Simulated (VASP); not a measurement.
Runs of VASP 6.6.1 on P. The structure is that of space group R-3m (No. 166), or close to it. The cells are those of the table. 

```tsv
cell	gap on the mesh (eV)	pressure (GPa)	largest force (eV/Å)
a = 3.478 Å, angles 59.9°, 2 atoms	none	-1.2	0.09
a = 3.921 Å, angles 47.2°, 2 atoms	none	(a)	1.38
a = 3.297 Å, angles 68.1°, 2 atoms	none	-5.0	0.47
a = 3.589 Å, angles 56.0°, 2 atoms	none	0.4	0.16
```

Alike in all rows: task single point; level PBE+D3(BJ); potentials or basis VASP PAW PBE potentials, release 64 (P); no spin polarisation; k mesh 24 × 24 × 24; cutoff (eV) 520; smearing gaussian 0.15 eV.

Q: Fill in the values left out.

A: (a) 2.5.

Caveats: the stress differs along the axes, from -3 to 2 GPa (at least some runs); the stress differs along the axes, from -14 to 11 GPa (at least some runs); forces of over 1 eV/Å act on the atoms, so gaps and moduli don't describe the material at rest (at least some runs); the stress differs along the axes, from -11 to 8 GPa (at least some runs).

A gap of «none» marks levels without a gap at the run's occupations.
